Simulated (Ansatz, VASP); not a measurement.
# Two plane-wave programs on Ti2Co

The input POSCAR:

```
Ti2Co
1.0
    0.0000000000      3.3650000000      3.3650000000
    3.3650000000      0.0000000000      3.3650000000
    3.3650000000      3.3650000000      0.0000000000
Ti Co
4 2
Direct
    0.1250000000      0.1250000000      0.1250000000
    0.6250000000      0.1250000000      0.1250000000
    0.1250000000      0.1250000000      0.6250000000
    0.1250000000      0.6250000000      0.1250000000
    0.5000000000      0.5000000000      0.5000000000
    0.7500000000      0.7500000000      0.7500000000
```

Contents of INCAR.step1:

```
SYSTEM = Ti2Co
  PREC = Accurate
  ENCUT = 520
  ISMEAR = 0
  SIGMA = 0.1
  LREAL = .False.
  LASPH = .True.
  NELM = 150
  ISPIN = 2
  MAGMOM = 0.19 0.19 0.19 0.19 1.58 1.58
  LMAXMIX = 4
  NBANDS = 46
  GGA = PE
  ALGO = Normal
  EDIFF = 1E-4
  LWAVE = .True.
  LCHARG = .False.
```

Contents of INCAR.step2:

```
SYSTEM = Ti2Co
  PREC = Accurate
  ENCUT = 520
  EDIFF = 1E-6
  ISMEAR = 0
  SIGMA = 0.1
  LREAL = .False.
  LASPH = .True.
  NELM = 150
  ALGO = Normal
  ISIF = 2
  LWAVE = .False.
  LCHARG = .False.
  ISPIN = 2
  MAGMOM = 0.19 0.19 0.19 0.19 1.58 1.58
  LORBIT = 11
  LMAXMIX = 4
  METAGGA = R2SCAN
  LMIXTAU = .True.
  NBANDS = 46
  ISTART = 1
```

Contents of KPOINTS:

```
Automatic mesh
0
Gamma
  6 6 6
  0 0 0
```

Input for Ansatz:

```yaml
crystal:
  lattice:
    - [0.0, 3.365, 3.365]
    - [3.365, 0.0, 3.365]
    - [3.365, 3.365, 0.0]
  atoms:
    - { symbol: Ti, position: [0.125, 0.125, 0.125], spin: 0.19 }
    - { symbol: Ti, position: [0.625, 0.125, 0.125], spin: 0.19 }
    - { symbol: Ti, position: [0.125, 0.125, 0.625], spin: 0.19 }
    - { symbol: Ti, position: [0.125, 0.625, 0.125], spin: 0.19 }
    - { symbol: Co, position: [0.5, 0.5, 0.5], spin: 1.58 }
    - { symbol: Co, position: [0.75, 0.75, 0.75], spin: 1.58 }
basis:
  ecutwfc: 500
kpoints:
  mp_grid: { grid: [6, 6, 6] }
hamiltonian:
  xc: r2scan
scf:
  occupations: { method: gaussian, width: 0.1 }
output:
  forces: true
  stress: true
  eigenvalues: true
  populations: true
magnetization:
  spin_polarized: true
```

Alike in both runs: task single point; functional r2SCAN; k mesh 6 × 6 × 6; occupations gaussian, width 0.1 eV; collinear spin.

|  | VASP | Ansatz |
| --- | --- | --- |
| version | VASP 6.6.1 | Ansatz 0.2.0 |
| potentials or method | VASP PAW PBE potentials, release 64 (Ti_sv, Co), cutoff 520 eV | scalar-relativistic, plane waves, PAW |
| valence electrons in the cell | 66 | 82 |

Ansatz gave:

```
gap on the k mesh at the Fermi level (eV)                     : none
pressure (GPa)                                                : 24.6
net moment per atom (μB)                                      : 0.61
size of the moment on the site where the two differ most (μB) : 1.41
```

Problem. What did VASP give for the same quantities?

Solution. gap on the k mesh at the Fermi level (eV): none; pressure (GPa): 21.7; net moment per atom (μB): 0.17; size of the moment on the site where the two differ most (μB): 0.25.

The net moments are unlike, so the other rows may belong to different states. VASP's potentials were made for PBE, not for r2SCAN. Site moments also hang on the region over which each program counts them. A gap of «none» marks a metal or a gap that the smearing closes. VASP's potentials hold 66 valence electrons a cell and Ansatz's 82, so a difference there can come from the potentials and not from the codes. Ansatz's warnings: stability check not made.
